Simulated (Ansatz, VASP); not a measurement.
# Rb in VASP and in Ansatz

```
CELL_PARAMETERS angstrom
-2.80250 2.80250 2.80250
2.80250 -2.80250 2.80250
2.80250 2.80250 -2.80250
ATOMIC_POSITIONS crystal
Rb 0.00000 0.00000 0.00000
```

Alike in both runs: functional r2SCAN; dispersion rVV10; k mesh 7 × 7 × 7; occupations gaussian, width 0.025 eV; collinear spin.

|  | VASP | Ansatz |
| --- | --- | --- |
| version | VASP 6.6.1 | Ansatz 0.2.0 |
| potentials or method | VASP PAW PBE potentials, release 64 (Rb_sv), cutoff 520 eV | Ansatz PAW earlier set |
| valence electrons in the cell | 9 | 9 |
| task | single point | density of states |

|  | VASP | Ansatz | Ansatz less VASP |
| --- | --- | --- | --- |
| gap on the k mesh at the Fermi level (eV) | none | none | - |
| pressure (GPa) | 0.1 | 0.1 | -0.01 |
| net moment per atom (μB) | 0.03 | 0.03 | 0.000 |

VASP's potentials were made for PBE, not for r2SCAN. A gap of «none» marks a metal or a gap that the smearing closes.
